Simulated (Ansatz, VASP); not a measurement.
## One calculation of SnO2, two programs

```
Sn O
1.0
     0.00000    2.62464    2.62464
     2.62464    0.00000    2.62464
     2.62464    2.62464    0.00000
Sn O
1 2
Cartesian
  0.0000 0.0000 0.0000
  3.9370 3.9370 3.9370
  1.3123 1.3123 1.3123
```

Change from the starting cell: volume scaled by 1.06.

Alike in both runs: task single point; functional PBE; k mesh 9 × 9 × 9; occupations fermi-dirac, width 0.05 eV; no spin polarisation.

|  | VASP | Ansatz |
| --- | --- | --- |
| version | VASP 6.6.1 | Ansatz 0.2.0 |
| potentials or method | VASP PAW PBE potentials, release 64 (Sn_d, O), cutoff 520 eV | all-electron LAPW, scalar-relativistic |

Ansatz gave:

| Item | Value |
| --- | --- |
| gap on the k mesh at the Fermi level (eV) | none |
| pressure (GPa) | -9.9 |

Q: Which values does VASP return?

A: gap on the k mesh at the Fermi level (eV): none; pressure (GPa): -9.4.

A gap of «none» marks a metal or a gap that the smearing closes. Ansatz ran all-electron here, and VASP with PAW potentials.
